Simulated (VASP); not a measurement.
## HC18F: single point with PBE+D3(BJ)

HC18F, a slab with vacuum:

```
C F H
1.0
     7.39800    0.00000    0.00000
    -3.69900    6.40686    0.00000
     0.00000    0.00000   11.00000
C F H
18 1 1
Direct
  0.01877 0.00518 0.08569
  0.24109 0.11637 0.08563
  0.01996 0.33737 0.08563
  0.23970 0.44701 0.08578
  0.01739 0.66935 0.08565
  0.24206 0.78187 0.08585
  0.35347 0.00445 0.08555
  0.57321 0.11410 0.08550
  0.35108 0.33611 0.08571
  0.57553 0.44840 0.08572
  0.35221 0.67171 0.08604
  0.57481 0.78312 0.08573
  0.68445 0.00286 0.08555
  0.90888 0.11506 0.08564
  0.68542 0.33852 0.08563
  0.90772 0.44962 0.08560
  0.68674 0.67073 0.08572
  0.90648 0.78073 0.08568
  0.31984 0.75082 0.36965
  0.31301 0.74263 0.28439
```

```yaml
Program: VASP 6.6.1
Task: single point
Functional: PBE
Dispersion: D3(BJ)
Potentials_or_basis: VASP PAW PBE potentials, release 64 (C, F, H)
Cutoff: 520 eV
k_mesh: 2 × 2 × 1
Occupations: gaussian, width 0.02 eV
Spin: no spin polarisation
Dipole_correction: no
Further_INCAR_settings: LREAL = Auto; ALGO = Normal; EDIFF = 1e-06; NBANDS = 56
```

```yaml
Largest_force: 0.292 eV/Å
Band_gap_on_the_k_mesh: 0.19 eV, direct
Dispersion_energy_per_atom: -0.085 eV
```

Forces in eV/Å, atoms in the order of the input:
```
C    0.001 -0.006 -0.003
C    0.008 -0.002  0.005
C    0.000  0.004 -0.002
C   -0.008  0.009  0.001
C    0.003  0.005  0.004
C   -0.001 -0.010  0.012
C   -0.005  0.006  0.001
C   -0.002  0.009 -0.002
C    0.001  0.000 -0.001
C   -0.002 -0.003  0.000
C   -0.004 -0.008 -0.008
C    0.010 -0.002 -0.003
C    0.015  0.005 -0.003
C   -0.007 -0.003  0.007
C   -0.010 -0.009  0.001
C    0.007 -0.002 -0.003
C   -0.002  0.003  0.003
C   -0.001  0.005 -0.002
F    0.007  0.017  0.284
H   -0.009 -0.018 -0.291
```

Levels at points of the mesh, in eV from the valence-band top:
```tsv
k point	band 38	band 39	band 40	band 41	band 42	band 43
(0.00, 0.00, 0.00)	-2.95	-0.06	0.00	0.19	0.22	3.45
(0.50, 0.00, 0.00)	-2.53	-2.51	-2.26	1.77	2.54	2.59
(0.00, 0.50, 0.00)	-2.53	-2.51	-2.26	1.77	2.54	2.59
(0.50, 0.50, 0.00)	-2.55	-2.53	-2.26	1.75	2.55	2.56
```

It took 2.1 min on 1 thread of Intel(R) Xeon(R) 6975P-C (Granite Rapids) (shared host), peak memory 0.6 GiB.

Caveat: the k points lie up to 0.49 Å⁻¹ apart.
